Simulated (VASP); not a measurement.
# HfN: single point with LDA

HfN:

```
Hf N
1.0
     0.00000    2.23403    2.23403
     2.23403    0.00000    2.23403
     2.23403    2.23403    0.00000
Hf N
1 1
Direct
  0.00000 0.00000 0.00000
  0.50000 0.50000 0.50000
```

```
Program             : VASP 6.6.1
Task                : single point
Functional          : LDA
Potentials or basis : VASP PAW LDA potentials, release 64 (Hf_pv, N)
Cutoff              : 520 eV
k mesh              : 16 × 16 × 16
Occupations         : gaussian, width 0.1 eV
Spin                : no spin polarisation
```

- Pressure: -1.2 GPa

Levels at points of the mesh, in eV from the Fermi level:
```
           k point  band 6  band 7  band 8  band 9  band 10  band 11
(0.00, 0.00, 0.00)   -2.98   -2.98   -0.40   -0.40    -0.40     2.00
(0.50, 0.00, 0.00)   -6.32   -6.32    3.44    3.84     3.84     4.74
(0.50, 0.50, 0.00)   -3.97   -3.61   -3.61    4.23     5.76     5.76
```

It took 21 s on 1 thread of Intel(R) Xeon(R) Platinum 8488C (Sapphire Rapids) (shared host), peak memory 0.16 GiB.

Caveat: spin-orbit coupling is left out, which moves the levels of the heavy elements.
